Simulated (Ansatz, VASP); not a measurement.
**Rh in VASP and in Ansatz**

```
Rh
1.0
    -1.53620    1.53620    1.53620
     1.53620   -1.53620    1.53620
     1.53620    1.53620   -1.53620
Rh
1
Direct
  0.00000 0.00000 0.00000
```

Alike in both runs: task single point; functional PBE; k mesh 16 × 16 × 16; occupations fermi-dirac, width 0.1 eV; no spin polarisation.

|  | VASP | Ansatz |
| --- | --- | --- |
| version | VASP 6.6.1 | Ansatz 0.2.0 |
| potentials or method | VASP PAW PBE potentials, release 64 (Rh_pv), cutoff 500 eV | plane waves (420 eV) with PAW, scalar-relativistic |
| valence electrons in the cell | 15 | 17 |

Ansatz gave:

- pressure (GPa): 0.0

What did VASP give for the same quantities?

Pressure (GPa): 0.1.

VASP's potentials hold 15 valence electrons a cell and Ansatz's 17, so a difference there can come from the potentials and not from the codes.
